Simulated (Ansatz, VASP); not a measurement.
**One calculation of BN, two programs**

INCAR

```
PREC = Accurate ; ENCUT = 520
EDIFF = 1E-7 ; ISMEAR = 0
SIGMA = 0.02 ; LREAL = F
LASPH = T ; NELM = 100
ALGO = Normal ; ISIF = 2
LWAVE = F ; LCHARG = F
GGA = PE ; IBRION = 2
NSW = 60 ; EDIFFG = -0.002
```

Contents of KPOINTS:

```
Automatic mesh
0
Gamma
  9 9 6
```

File POSCAR:

```
BN
1.0
    2.5157504731      0.0000000000      0.0000000000
   -1.2578752366      2.1787038193      0.0000000000
    0.0000000000      0.0000000000      4.2313984881
B N
2 2
Direct
    0.3333333333      0.6666666667     -0.0001063907
    0.6666666667      0.3333333333      0.4998936093
    0.3333333333      0.6666666667      0.3741063907
    0.6666666667      0.3333333333      0.8741063907
```

Input for Ansatz:

```yaml
crystal:
  lattice:
    - [2.5157504731, 0.0, 0.0]
    - [-1.2578752366, 2.1787038193, 0.0]
    - [0.0, 0.0, 4.2313984881]
  atoms:
    - { symbol: B, position: [0.3333333333, 0.6666666667, -0.0001063907] }
    - { symbol: B, position: [0.6666666667, 0.3333333333, 0.4998936093] }
    - { symbol: "N", position: [0.3333333333, 0.6666666667, 0.3741063907] }
    - { symbol: "N", position: [0.6666666667, 0.3333333333, 0.8741063907] }
basis:
  ecutwfc: 420
kpoints:
  mp_grid: { grid: [9, 9, 6] }
hamiltonian:
  xc: pbe
  pseudopotentials: { kind: paw, azcp: { folder: soft_1 } }
scf:
  occupations: { method: gaussian, width: 0.02 }
output:
  forces: true
  stress: true
  eigenvalues: true
relax:
  adjacent_minimum: "off"
  f_tol: 0.002
  max_steps: 40
```

Change from the starting cell: strained cell.

Alike in both runs: task relaxation of the atoms; functional PBE; k mesh 9 × 9 × 6; occupations gaussian, width 0.02 eV; no spin polarisation.

|  | VASP | Ansatz |
| --- | --- | --- |
| version | VASP 6.6.1 | Ansatz 0.2.0 |
| potentials or method | VASP PAW PBE potentials, release 64 (B, N), cutoff 520 eV | scalar-relativistic, plane waves, PAW |
| valence electrons in the cell | 16 | 16 |

|  | VASP | Ansatz | Ansatz less VASP |
| --- | --- | --- | --- |
| gap on the k mesh at the Fermi level, each at its own relaxed structure (eV) | 5.07 | 5.09 | +0.017 |

Ansatz's warnings: stress scf threshold loose.
